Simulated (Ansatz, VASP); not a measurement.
# HC6 in VASP and in Ansatz

Contents of INCAR:

```
SYSTEM = HC6
ALGO     = Normal         ! electronic algorithm
DIPOL    = 0.5 0.5 0.309
EDIFF    = 1E-6           ! SCF threshold, eV
ENCUT    = 520            ! plane-wave cutoff, eV
GGA      = PE             ! functional
IDIPOL   = 3            
ISIF     = 2              ! what is computed and relaxed
ISMEAR   = 0              ! smearing method
LASPH    = .True.         ! aspherical terms in the spheres
LCHARG   = .False.        ! write CHGCAR
LDIPOL   = .True.       
LREAL    = .False.        ! projectors in reciprocal space
LWAVE    = .False.        ! write WAVECAR
NBANDS   = 38             ! bands
NELM     = 100            ! most SCF steps
PREC     = Accurate       ! precision mode
SIGMA    = 0.1            ! smearing width, eV
```

Contents of KPOINTS:

```
k-points
0
Gamma
  6 3 1
  0 0 0
```

POSCAR

```
HC6
1.0
    4.9326910638      0.0000000000      0.0000000000
    0.0000000000      8.5222964205      0.0000000000
    0.0000000000      0.0000000000     22.9416055954
C H
12 2
Direct
    0.0000000000      0.0000000000      0.1743557130
    0.5000000000      0.0000000000      0.1743557130
    0.2500000000      0.0000000000      0.2053898368
    0.7500000000      0.0000000000      0.2053898368
    0.2500000000      0.0000000000      0.2674580844
    0.7500000000      0.0000000000      0.2674580844
    0.0000000000      0.0000000000      0.2977124344
    0.5000000000      0.0000000000      0.2977124344
    0.0000000000      0.0000000000      0.3626190265
    0.5000000000      0.0000000000      0.3626190265
    0.2500000000      0.0000000000      0.3897550046
    0.7500000000      0.0000000000      0.3897550046
    0.1739765890      0.0000000000      0.4651638505
    0.3260234110      0.0000000000      0.4651638505
```

Input for Ansatz:

```yaml
crystal:
  lattice:
    - [4.9326910638, 0.0, 0.0]
    - [0.0, 8.5222964205, 0.0]
    - [0.0, 0.0, 22.9416055954]
  atoms:
    - { symbol: C, position: [0.0, 0.0, 0.174355713] }
    - { symbol: C, position: [0.5, 0.0, 0.174355713] }
    - { symbol: C, position: [0.25, 0.0, 0.2053898368] }
    - { symbol: C, position: [0.75, 0.0, 0.2053898368] }
    - { symbol: C, position: [0.25, 0.0, 0.2674580844] }
    - { symbol: C, position: [0.75, 0.0, 0.2674580844] }
    - { symbol: C, position: [0.0, 0.0, 0.2977124344] }
    - { symbol: C, position: [0.5, 0.0, 0.2977124344] }
    - { symbol: C, position: [0.0, 0.0, 0.3626190265] }
    - { symbol: C, position: [0.5, 0.0, 0.3626190265] }
    - { symbol: C, position: [0.25, 0.0, 0.3897550046] }
    - { symbol: C, position: [0.75, 0.0, 0.3897550046] }
    - { symbol: H, position: [0.173976589, 0.0, 0.4651638505] }
    - { symbol: H, position: [0.326023411, 0.0, 0.4651638505] }
basis:
  ecutwfc: 420
kpoints:
  mp_grid: { grid: [6, 3, 1] }
hamiltonian:
  xc: pbe
  pseudopotentials: { kind: paw, azcp: { folder: soft_1 } }
scf:
  occupations: { method: gaussian, width: 0.1 }
output:
  forces: true
  eigenvalues: true
efield:
  axis: 3
  dipole_correction: true
  ramp_width: 0.04
```

Alike in both runs: task single point; functional PBE; k mesh 6 × 3 × 1; occupations gaussian, width 0.1 eV; no spin polarisation.

|  | VASP | Ansatz |
| --- | --- | --- |
| version | VASP 6.6.1 | Ansatz 0.2.0 |
| potentials or method | VASP PAW PBE potentials, release 64 (C, H), cutoff 520 eV | scalar-relativistic, plane waves, PAW |
| valence electrons in the cell | 50 | 50 |

Ansatz gave:

- gap on the k mesh at the Fermi level (eV): 0.03
- least direct gap on the mesh (eV): 0.03
- rms of the force components (eV/Å): 0.958

Q: Which values does VASP return?

A: gap on the k mesh at the Fermi level (eV): 0.03; least direct gap on the mesh (eV): 0.03; rms of the force components (eV/Å): 0.951.

Atom by atom the forces differ by 0.015 eV/Å (rms over components).
